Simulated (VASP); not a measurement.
InP:

```xyz
2
Lattice="0.0000 2.9108 2.9108 2.9108 0.0000 2.9108 2.9108 2.9108 0.0000" Properties=species:S:1:pos:R:3 pbc="T T T"
In    0.0000    0.0000    0.0000
P     4.3662    4.3662    4.3662
```

Program: VASP 6.6.1. Alike in all runs: task single point; potentials or basis VASP PAW PBE potentials, release 64 (In_d, P); no spin polarisation; cell as given; smearing fermi-dirac 0.05 eV.

Order these runs on this cell by their band gap on the k mesh, lowest first.
A. level B3LYP; k mesh 4 × 4 × 4; cutoff (eV) 520; grid for exact exchange (PRECFOCK) Normal; share of exact exchange 0.2
B. level PBE0; k mesh 4 × 4 × 4; cutoff (eV) 520; grid for exact exchange (PRECFOCK) Normal; share of exact exchange 0.25
C. level b88 exchange, pbe correlation; k mesh 8 × 8 × 8; cutoff (eV) 500
D. level r2SCAN; k mesh 8 × 8 × 8; cutoff (eV) 520
E. level HSE06; k mesh 4 × 4 × 4; cutoff (eV) 520; grid for exact exchange (PRECFOCK) Normal; share of exact exchange 0.25; screening parameter 0.2079 1/Å

C (0.80 eV), D (1.29 eV), E (1.66 eV), A (1.98 eV), B (2.38 eV).

Caveats: some runs use coarse meshes; spin-orbit coupling is left out, which moves the levels of the heavy elements.
